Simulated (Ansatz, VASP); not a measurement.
**Re: VASP beside Ansatz**

```xyz
2
Lattice="-1.8550 1.5244 1.3596 1.5244 -1.8550 1.3596 3.4384 3.4384 -1.9651" Properties=species:S:1:pos:R:3 pbc="T T T"
Re   -1.7144    1.3838    1.3596
Re    0.5685    2.5393    0.3770
```

Alike in both runs: task single point; functional r2SCAN; k mesh 17 × 17 × 8; occupations fermi-dirac, width 0.1 eV; no spin polarisation.

```csv
,VASP,Ansatz
version,VASP 6.6.1,Ansatz 0.2.0
potentials or method,"VASP PAW PBE potentials, release 64 (Re), cutoff 520 eV","plane waves (500 eV) with PAW, scalar-relativistic"
valence electrons in the cell,14,30
```

Ansatz gave:

- pressure (GPa): 0.1
- traceless stress, the component that is largest in VASP (GPa): -0.13

Which values does VASP return?

Pressure (GPa): 0.2; traceless stress, the component that is largest in VASP (GPa): -0.09.

VASP's potentials were made for PBE, not for r2SCAN. The functional is the same, so the differences come from potentials, cutoffs and numerics. VASP's potentials hold 14 valence electrons a cell and Ansatz's 30, so a difference there can come from the potentials and not from the codes.

Spin-orbit coupling is off throughout.
